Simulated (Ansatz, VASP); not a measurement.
ZnSe: VASP beside Ansatz

POSCAR

```
ZnSe
1.0
    3.7796697599      0.0000000000      0.0000000000
   -1.8898348799      3.2732900300      0.0000000000
    0.0000000000      0.0000000000      6.1318974016
Zn Se
2 2
Direct
    0.0000000000      0.0000000000      0.0000000000
    0.0000000000      0.0000000000      0.5000000000
    0.3333333333      0.6666666667      0.2500000000
    0.6666666667      0.3333333333      0.7500000000
```

File INCAR.step1:

```
SYSTEM = ZnSe
PREC = Accurate
ENCUT = 520
ISMEAR = -1
SIGMA = 0.02
LREAL = .FALSE.
LASPH = .TRUE.
NELM = 100
NBANDS = 26
GGA = PE
ALGO = Normal
EDIFF = 1E-4
LWAVE = .TRUE.
LCHARG = .FALSE.
```

File INCAR.step2:

```
SYSTEM = ZnSe
PREC = Accurate
ENCUT = 520
EDIFF = 1E-6
ISMEAR = -1
SIGMA = 0.02
LREAL = .FALSE.
LASPH = .TRUE.
NELM = 100
ALGO = Normal
ISIF = 2
LWAVE = .FALSE.
LCHARG = .FALSE.
METAGGA = R2SCAN
LMIXTAU = .TRUE.
NBANDS = 26
ISTART = 1
```

File KPOINTS:

```
regular mesh
0
G
  6 6 4
  0 0 0
```

Input for Ansatz:

```yaml
crystal:
  lattice:
    - [3.7796697599, 0.0, 0.0]
    - [-1.8898348799, 3.27329003, 0.0]
    - [0.0, 0.0, 6.1318974016]
  atoms:
    - { symbol: Zn, position: [0.0, 0.0, 0.0] }
    - { symbol: Zn, position: [0.0, 0.0, 0.5] }
    - { symbol: Se, position: [0.3333333333, 0.6666666667, 0.25] }
    - { symbol: Se, position: [0.6666666667, 0.3333333333, 0.75] }
kpoints:
  mp_grid: { grid: [6, 6, 4] }
hamiltonian:
  xc: r2scan
scf:
  occupations: { method: fermi_dirac, width: 0.02 }
  n_extra_bands: 5
output:
  forces: true
  stress: true
  eigenvalues: true
```

Alike in both runs: task single point; functional r2SCAN; k mesh 6 × 6 × 4; occupations fermi-dirac, width 0.02 eV; no spin polarisation.

|  | VASP | Ansatz |
| --- | --- | --- |
| version | VASP 6.6.1 | Ansatz 0.2.0 |
| potentials or method | VASP PAW PBE potentials, release 64 (Zn, Se) | plane waves, PAW |
| plane-wave cutoff (eV) | 520 | 500 |
| valence electrons in the cell | 36 | 56 |

```tsv
	VASP	Ansatz	Ansatz less VASP
pressure (GPa)	0.2	0.0	-0.24
traceless stress, the component that is largest in VASP (GPa)	0.06	0.10	+0.042
```

VASP's potentials were made for PBE, not for r2SCAN. VASP's potentials hold 36 valence electrons a cell and Ansatz's 56, so a difference there can come from the potentials and not from the codes.
